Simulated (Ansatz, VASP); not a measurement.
One calculation of TaN, two programs

```
CELL_PARAMETERS angstrom
0.00000 2.21132 2.21132
2.21132 0.00000 2.21132
2.21132 2.21132 0.00000
ATOMIC_POSITIONS crystal
Ta 0.50000 0.50000 0.50000
N 0.00000 0.00000 0.00000
```

Alike in both runs: task single point; functional LDA; k mesh 10 × 10 × 10; occupations fermi-dirac, width 0.05 eV; no spin polarisation.

|  | VASP | Ansatz |
| --- | --- | --- |
| version | VASP 6.6.1 | Ansatz 0.2.0 |
| potentials or method | VASP PAW LDA potentials, release 64 (Ta_sv_GW, N) | Ansatz PAW |
| plane-wave cutoff (eV) | 600 | 420 |
| valence electrons in the cell | 18 | 18 |

VASP gave:

| Quantity | Value |
| --- | --- |
| gap on the k mesh at the Fermi level (eV) | none |
| pressure (GPa) | -16.3 |

Problem. Estimate Ansatz's values.

Solution. gap on the k mesh at the Fermi level (eV): none; pressure (GPa): -17.2.

LDA's correlation is that of Perdew and Zunger in VASP and of Perdew and Wang (1992) in Ansatz. A gap of «none» marks a metal or a gap that the smearing closes.

Spin-orbit coupling is off throughout.
